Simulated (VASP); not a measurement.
W, 1 atom in the cell. Symmetry: C2/m, No. 12, monoclinic system. The conventional cell has a = 3.380 Å, b = 3.973 Å, c = 2.502 Å, α = 90.00°, β = 127.64°, γ = 90.00°. Within 3.4 Å of W (site symmetry 2/m) lie 14 W at 2.50 to 3.38 Å.  This cell differs from its parent crystal: engineering shear strain xz -0.0750, normal strain along z -0.1500.

```yaml
Program: VASP 6.6.1
Task: single point
Functional: LDA
Potentials_or_basis: VASP PAW LDA potentials, release 64 (W_sv)
Cutoff: 520 eV
k_mesh: 20 × 20 × 20
Occupations: gaussian, width 0.15 eV
Spin: no spin polarisation
Dipole_correction: no
Further_INCAR_settings: ALGO = Fast; EDIFF = 1e-07; NBANDS = 13
```

Potentials or basis: VASP PAW LDA potentials, release 64 (W_sv).

Launch:

```bash
$ cat potpaw_LDA.64/W_sv/POTCAR > POTCAR
$ mpirun -np 1 vasp_std > vasp.out
```

Hardware: 1 thread of AMD EPYC 9R45 96-Core Processor (Zen 5) (shared host).

**Question.** How long does it take, and how much memory?

**Answer.** Wall time 5 min on 1 thread of AMD EPYC 9R45 96-Core Processor (Zen 5), on a shared host, peak memory 0.39 GiB. Counts: scf iterations 14, k points 2112.
